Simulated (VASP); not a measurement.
Wanted: the native input for a VASP 6.6.1 run.

* Task: single point
* Functional: LDA
* Potentials or basis: VASP PAW LDA potentials, release 64 (Ta_pv, F)
* Cutoff: 520 eV
* k mesh: 5 × 5 × 1
* Occupations: gaussian, width 0.1 eV
* Spin: collinear spin
* Starting moments: [0.0, 0.0, 0.0, 0.0, 0.0, 0.0, 0.0, 0.0, 0.0, 0.0, 0.0, 0.0, 1.0] μB
* Dipole correction: yes
* Further INCAR settings: ALGO = Normal; EDIFF = 1e-06; NBANDS = 86; NELMDL = -8

The structure of Ta12F lies in POSCAR:

```
Ta12F
1.0
    5.6341016702      0.0000000000      0.0000000000
   -1.8780338901      5.3118819959      0.0000000000
    0.0000000000      0.0000000000     21.4444204585
Ta F
12 1
Direct
    0.2500000000      0.2500000000      0.1865287060
    0.2500000000      0.7500000000      0.1865287060
    0.7500000000      0.2500000000      0.1865287060
    0.7500000000      0.7500000000      0.1865287060
    0.0000000000      0.0000000000      0.2901575821
    0.0000000000      0.5000000000      0.2901575821
    0.5000000000      0.0000000000      0.2901575821
    0.5000000000      0.5000000000      0.2901575821
    0.2500000000      0.2500000000      0.3937817054
    0.2500000000      0.7500000000      0.3937817054
    0.7500000000      0.2500000000      0.3937817054
    0.7500000000      0.7500000000      0.3937817054
    0.2500000000      0.2500000000      0.4921755978
```

One way to write it, as run:

INCAR

```
SYSTEM = Ta12F
ALGO = Normal
DIPOL = 0.5 0.5 0.306
EDIFF = 1E-6
ENCUT = 520
GGA_COMPAT = .False.
IDIPOL = 3
ISIF = 2
ISMEAR = 0
ISPIN = 2
KPAR = 4
LASPH = .True.
LCHARG = .False.
LDIPOL = .True.
LMAXMIX = 4
LORBIT = 11
LREAL = .False.
LWAVE = .False.
MAGMOM = 0 0 0 0 0 0 0 0 0 0 0 0 1
NBANDS = 86
NELM = 200
NELMDL = -8
PREC = Accurate
SIGMA = 0.1
```

KPOINTS

```
k-points
0
Gamma
  5 5 1
  0 0 0
```

Potentials or basis: VASP PAW LDA potentials, release 64 (Ta_pv, F).

Launch:

```sh
$ cat potpaw_LDA.64/Ta_pv/POTCAR potpaw_LDA.64/F/POTCAR > POTCAR
$ mpirun -np 4 vasp_std > vasp.out
```

It gave:

The largest force is 3.999 eV/Å. The net moment is 0.00 μB per cell and the valence electrons inside the program's atomic spheres are Ta 8.95, 8.96, 9.10, 9.09, 8.94, 8.97 (each value once); F 5.99.

Wall time 18 min on 4 MPI ranks on Intel(R) Xeon(R) Platinum 8259CL CPU @ 2.50GHz (Skylake/Cascade Lake), with other jobs on the host, peak memory 0.99 GiB a rank.
